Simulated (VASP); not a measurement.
Set up this calculation in VASP 6.6.1, as the native input.

```yaml
Task: single point
Functional: PBEsol
Potentials_or_basis: VASP PAW PBE potentials, release 64 (Pt)
Cutoff: 520 eV
k_mesh: 17 × 17 × 17
Occupations: fermi-dirac, width 0.1 eV
Spin: no spin polarisation
Dipole_correction: no
Further_INCAR_settings: ALGO = Normal; EDIFF = 1e-06; NBANDS = 11
```

The structure of Pt lies in POSCAR:

```
Pt
1.0
   -1.5562085116      1.5562085116      1.5562085116
    1.5562085116     -1.5562085116      1.5562085116
    1.5562085116      1.5562085116     -1.5562085116
Pt
1
Direct
    0.0000000000      0.0000000000      0.0000000000
```

The input as run:

INCAR

```
PREC = Accurate ; ENCUT = 520
EDIFF = 1E-6 ; ISMEAR = -1
SIGMA = 0.1 ; LREAL = False
LASPH = True ; NELM = 60
ALGO = Normal ; ISIF = 2
LWAVE = False ; LCHARG = False
GGA = PS ; NBANDS = 11
```

KPOINTS

```
regular mesh
0
Gamma
  17 17 17
```

Potentials or basis: VASP PAW PBE potentials, release 64 (Pt).

Launch:

```console
$ cat potpaw_PBE.64/Pt/POTCAR > POTCAR
$ mpirun -np 1 vasp_std > vasp.out
```

It gave:

```json
{
  "Pressure": "2.2 GPa",
  "Band gap on the k mesh": "zero (band 5 reaches 11.89 eV, above the bottom of band 6 at 9.67 eV)"
}
```

Caveat: the PAW data sets were made with another functional, which shifts forces and pressure a little; spin-orbit coupling is left out, which moves the levels of the heavy elements.

Wall time 29 s on 1 thread of Intel Xeon 6975P-C (shared host), peak memory 0.14 GiB.
